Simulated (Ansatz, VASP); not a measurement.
Two plane-wave programs on Cs

```
Cs
1.0
    -2.88408    2.88408    2.88408
     2.88408   -2.88408    2.88408
     2.88408    2.88408   -2.88408
Cs
1
Cartesian
  0.0000 0.0000 0.0000
```

Alike in both runs: task single point; functional LDA; k mesh 4 × 4 × 4; occupations fermi-dirac, width 0.1 eV; no spin polarisation.

|  | VASP | Ansatz |
| --- | --- | --- |
| version | VASP 6.6.1 | Ansatz 0.2.0 |
| potentials or method | VASP PAW LDA potentials, release 64 (Cs_sv), cutoff 520 eV | plane waves (420 eV) with PAW, scalar-relativistic |
| valence electrons in the cell | 9 | 9 |

|  | VASP | Ansatz | Ansatz less VASP |
| --- | --- | --- | --- |
| pressure (GPa) | 0.0 | 0.0 | +0.01 |

Ansatz warns that its potentials were made for another functional, while VASP's fit it. LDA's correlation is that of Perdew and Zunger in VASP and of Perdew and Wang (1992) in Ansatz.

The k mesh is coarse, so the values compare programs but aren't converged. Spin-orbit coupling is off throughout.
